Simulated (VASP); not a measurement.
Here is a VASP 6.6.1 calculation.

The input INCAR:

```
SYSTEM = Al2Pt
PREC = Accurate
ENCUT = 500
EDIFF = 1E-6
ISMEAR = 0
SIGMA = 0.2
LREAL = .False.
LASPH = .True.
NELM = 120
ALGO = Normal
ISIF = 2
LWAVE = .False.
LCHARG = .False.
GGA = PE
NBANDS = 15
GGA_COMPAT = .False.
```

File KPOINTS:

```
regular mesh
0
Gamma
  6 6 4
  0 0 0
```

File POSCAR:

```
Al2Pt
1.0
    4.1980074766      0.0000000034      0.0000000000
   -2.0990037413      3.6355811183      0.0000000000
    0.0000000000      0.0000000000      4.7525784566
Al Pt
2 1
Direct
    0.0000000000      0.0000000000      0.6963088472
    0.3333333333      0.6666666667      0.1962889818
    0.0000000000      0.0000000000      0.1962798310
```

Potentials or basis: VASP PAW PBE potentials, release 64 (Al, Pt).

Run with:

```bash
$ cat potpaw_PBE.64/Al/POTCAR potpaw_PBE.64/Pt/POTCAR > POTCAR
$ mpirun -np 1 vasp_std > vasp.out
```

Question: Estimate the pressure.

Answer: 0.1 GPa.

Question: What does it give for the band gap on the k mesh?

Answer: Zero (band 8 reaches 8.83 eV, above the bottom of band 9 at 3.12 eV).

Forces in eV/Å, atoms in the order of the input:
```
Al   0.000  0.000 -0.002
Al   0.000  0.000  0.000
Pt   0.000  0.000  0.002
```

Caveat: spin-orbit coupling is left out, which moves the levels of the heavy elements.
